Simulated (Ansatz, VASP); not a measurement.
## One calculation of Ir, two programs

File INCAR:

```
PREC = Accurate
ENCUT = 520
EDIFF = 1E-7
ISMEAR = 0
SIGMA = 0.15
LREAL = False
LASPH = True
NELM = 60
ALGO = Fast
ISIF = 2
LWAVE = False
LCHARG = False
GGA = PE
NBANDS = 10
```

KPOINTS

```
regular mesh
0
Gamma
  22 22 22
```

File POSCAR:

```
Ir
1.0
    0.0000000000      2.2462283668      1.4133268884
    2.2462283668      0.0000000000      1.4133268884
    2.2462283668      2.2462283668      0.0000000000
Ir
1
Direct
    0.0000000000      0.0000000000      0.0000000000
```

Input for Ansatz:

```yaml
crystal:
  lattice:
    - [0.0, 2.2462283668, 1.4133268884]
    - [2.2462283668, 0.0, 1.4133268884]
    - [2.2462283668, 2.2462283668, 0.0]
  atoms:
    - { symbol: Ir, position: [0.0, 0.0, 0.0] }
basis:
  ecutwfc: 420
kpoints:
  mp_grid: { grid: [22, 22, 22] }
hamiltonian:
  xc: pbe
  pseudopotentials: { kind: paw, azcp: { folder: soft_1 } }
scf:
  occupations: { method: gaussian, width: 0.15 }
output:
  forces: true
  stress: true
  eigenvalues: true
```

Alike in both runs: task single point; functional PBE; k mesh 22 × 22 × 22; occupations gaussian, width 0.15 eV; no spin polarisation.

|  | VASP | Ansatz |
| --- | --- | --- |
| version | VASP 6.6.1 | Ansatz 0.2.0 |
| potentials or method | VASP PAW PBE potentials, release 64 (Ir), cutoff 520 eV | scalar-relativistic, plane waves, PAW |
| valence electrons in the cell | 9 | 17 |

VASP gave:

| Property | Result |
| --- | --- |
| gap on the k mesh at the Fermi level (eV) | none |
| pressure (GPa) | 17.0 |
| traceless stress, the component that is largest in VASP (GPa) | -23.24 |

What did Ansatz give for the same quantities?

gap on the k mesh at the Fermi level (eV): none; pressure (GPa): 16.2; traceless stress, the component that is largest in VASP (GPa): -23.45.

A gap of «none» marks a metal or a gap that the smearing closes. With one functional, cell and mesh, what is left measures potentials, basis and numerics. VASP's potentials hold 9 valence electrons a cell and Ansatz's 17, so a difference there can come from the potentials and not from the codes.

Neither program's run includes spin-orbit coupling.
